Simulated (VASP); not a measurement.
Zn3O2:

```
Zn O
1.0
     1.53545    0.88649    7.11759
    -1.53545    0.88649    7.11759
     0.00000   -1.77298    7.11759
Zn O
3 2
Cartesian
  0.0000 0.0000 0.0000
  0.0000 0.0000 4.4734
  0.0000 0.0000 16.8794
  0.0000 0.0000 8.5411
  0.0000 0.0000 12.8117
```

```yaml
Program: VASP 6.6.1
Task: relaxation of cell and atoms
Functional: PBE
Potentials_or_basis: VASP PAW PBE potentials, release 64 (Zn, O)
Cutoff: 600 eV
k_mesh: 6 × 6 × 6
Occupations: gaussian, width 0.1 eV
Spin: no spin polarisation
```

At the start: pressure -1.9 GPa; volume 11.63 Å³/atom.

Where does the relaxation end?

Over 8 steps the energy falls by 66.9 meV/atom and the volume is 11.48 Å³/atom (-1.3 %); space group R-3m (No. 166, to 0.1 Å) before and after.

Step by step:
```csv
step,energy change (eV),largest force (eV/Å),pressure (GPa),volume (Å³)
1,0.0000,1.4903,-1.86,58.13
2,-0.2105,0.9128,-0.04,57.00
3,-0.3045,0.2719,4.10,55.54
4,-0.3059,0.2903,3.48,55.70
5,-0.3308,0.1702,-1.44,57.88
6,-0.3321,0.1885,-0.38,57.46
7,-0.3321,0.1866,-0.58,57.51
8,-0.3346,0.0295,-0.01,57.38
```

Final structure:
```xyz
5
Lattice="1.5218 0.8786 7.1522 -1.5218 0.8786 7.1522 0.0000 -1.7572 7.1522" Properties=species:S:1:pos:R:3 pbc="T T T"
Zn    0.0000    0.0000    0.0000
Zn    0.0000    0.0000    4.5912
Zn    0.0000    0.0000   16.8656
O     0.0000    0.0000    8.4089
O     0.0000    0.0000   13.0478
```

Caveat: the k points lie up to 0.40 Å⁻¹ apart in the final cell, too coarse for converged energies and pressures of a metal.
